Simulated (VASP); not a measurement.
Set up this calculation in VASP 6.6.1, as the native input.

```yaml
Task: electric field gradients
Functional: LDA
Potentials_or_basis: VASP PAW LDA potentials, release 64 (Sn_d)
Cutoff: 520 eV
k_mesh: 15 × 15 × 15
Occupations: fermi-dirac, width 0.05 eV
Spin: no spin polarisation
Dipole_correction: no
Further_INCAR_settings: ALGO = Normal; EDIFF = 1e-08; NBANDS = 21
```

The structure of Sn lies in POSCAR:

```
Sn
1.0
   -2.9730380483      2.9730380483      1.6218471360
    2.9730380483     -2.9730380483      1.6218471360
    2.9730380483      2.9730380483     -1.6218471360
Sn
2
Direct
    0.0000000000      0.0000000000      0.0000000000
    0.7500000000      0.2500000000      0.5000000000
```

This cell differs from its parent crystal: volume scaled by 1.06.

The input as run:

INCAR

```
SYSTEM = Sn
  ALGO = Normal
  EDIFF = 1E-8
  ENCUT = 520
  ISIF = 2
  ISMEAR = -1
  LASPH = .TRUE.
  LCHARG = .FALSE.
  LEFG = .TRUE.
  LREAL = .FALSE.
  LWAVE = .FALSE.
  NBANDS = 21
  NELM = 100
  PREC = Accurate
  SIGMA = 0.05
```

KPOINTS

```
k-points
0
G
  15 15 15
  0 0 0
```

Potentials or basis: VASP PAW LDA potentials, release 64 (Sn_d).

Run with:

```sh
$ cat potpaw_LDA.64/Sn_d/POTCAR > POTCAR
$ mpirun -np 1 vasp_std > vasp.out
```

It gave:

The pressure is -4.4 GPa and the band gap on the k mesh is zero (band 14 reaches 8.43 eV, above the bottom of band 15 at 4.45 eV).

Caveat: without QUAD_EFG the Cq values of the log hold for a quadrupole moment of 1 mb, not for the nuclei; spin-orbit coupling is left out, which moves the levels of the heavy elements.

It took 3.1 min on 1 thread of Intel(R) Xeon(R) 6975P-C (Granite Rapids), with other jobs on the host, peak memory 0.38 GiB.
